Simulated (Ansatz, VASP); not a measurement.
# One calculation of Hf, two programs

The input INCAR:

```
SYSTEM = Hf
  ALGO = Normal
  EDIFF = 1E-7
  EDIFFG = -0.01
  ENCUT = 600
  GGA = RP
  IBRION = 2
  ISIF = 3
  ISMEAR = -1
  LASPH = .True.
  LCHARG = .False.
  LREAL = .False.
  LWAVE = .False.
  NELM = 60
  NSW = 60
  PREC = Accurate
  SIGMA = 0.05
```

The input KPOINTS:

```
k-points
0
Gamma
  10 10 10
  0 0 0
```

The input POSCAR:

```
Hf
1.0
   -1.8050000000      1.8050000000      1.8050000000
    1.8050000000     -1.8050000000      1.8050000000
    1.8050000000      1.8050000000     -1.8050000000
Hf
1
Direct
    0.0000000000      0.0000000000      0.0000000000
```

Contents of input.yaml:

```yaml
crystal:
  lattice:
    - [-1.805, 1.805, 1.805]
    - [1.805, -1.805, 1.805]
    - [1.805, 1.805, -1.805]
  atoms:
    - { symbol: Hf, position: [0.0, 0.0, 0.0] }
hamiltonian:
  xc: rpbe
  pseudopotentials: { kind: paw }
kpoints:
  mp_grid: { grid: [10, 10, 10] }
scf:
  occupations: { method: fermi_dirac, width: 0.05 }
output:
  forces: true
  stress: true
  eigenvalues: true
relax:
  f_tol: 0.01
  max_steps: 40
  cell: { stress_tol: 0.05 }
```

Alike in both runs: task relaxation of cell and atoms; functional RPBE; k mesh 10 × 10 × 10; occupations fermi-dirac, width 0.05 eV; no spin polarisation.

|  | VASP | Ansatz |
| --- | --- | --- |
| version | VASP 6.6.1 | Ansatz 0.2.0 |
| potentials or method | VASP PAW PBE potentials, release 64 (Hf_pv) | Ansatz PAW |
| plane-wave cutoff (eV) | 600 | 420 |
| valence electrons in the cell | 10 | 26 |

Ansatz gave:

- gap on the k mesh at the Fermi level, each at its own relaxed structure (eV): none
- relaxed volume (Å³/atom): 22.97
- relaxed cell length with the largest relative difference (Å): 3.102

Q: Estimate VASP's values.

A: gap on the k mesh at the Fermi level, each at its own relaxed structure (eV): none; relaxed volume (Å³/atom): 22.88; relaxed cell length with the largest relative difference (Å): 3.098.

VASP's potentials were made for PBE, not for RPBE. A gap of «none» marks a metal or a gap that the smearing closes. VASP's potentials hold 10 valence electrons a cell and Ansatz's 26, so a difference there can come from the potentials and not from the codes.

Spin-orbit coupling is off throughout. Noted on Ansatz's run: the plane-wave basis is chosen anew once the cell has moved, so the energies of steps on either side of that aren't comparable.
